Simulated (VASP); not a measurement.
Here is a VASP 6.6.1 calculation.

Contents of INCAR:

```
  PREC = Accurate
  ENCUT = 520
  EDIFF = 1E-6
  ISMEAR = 1
  SIGMA = 0.15
  LREAL = False
  LASPH = True
  NELM = 60
  ALGO = Normal
  ISIF = 2
  LWAVE = False
  LCHARG = False
  GGA = CA
  NBANDS = 56
```

KPOINTS

```
regular mesh
0
Gamma
  5 5 7
```

File POSCAR:

```
ZrAsRu
1.0
    6.5096221765      0.0000000000      0.0000000000
   -3.2548110883      5.6374981739      0.0000000000
    0.0000000000      0.0000000000      3.8644354312
Zr As Ru
3 3 3
Direct
    0.4178929591      0.4178929591      0.5000000000
    0.0000000000      0.5821070409      0.5000000000
    0.5821070409      0.0000000000      0.5000000000
    0.0000000000      0.0000000000      0.5000000000
    0.6666666667      0.3333333333      0.0000000000
    0.3333333333      0.6666666667      0.0000000000
    0.0000000000      0.2433875859      0.0000000000
    0.2433875859      0.0000000000      0.0000000000
    0.7566124141      0.7566124141      0.0000000000
```

Potentials or basis: VASP PAW LDA potentials, release 64 (Zr_sv, As, Ru_pv).

Command:

```console
$ cat potpaw_LDA.64/Zr_sv/POTCAR potpaw_LDA.64/As/POTCAR potpaw_LDA.64/Ru_pv/POTCAR > POTCAR
$ mpirun -np 1 vasp_std > vasp.out
```

What does it give for the largest force?

0.015 eV/Å.

Estimate the band gap on the k mesh.

zero (an odd number of electrons rules out a gap without spin polarisation).

Stress tensor (GPa, compression positive):
```
0.90 0.00 0.00
0.00 0.90 0.00
0.00 0.00 0.60
```
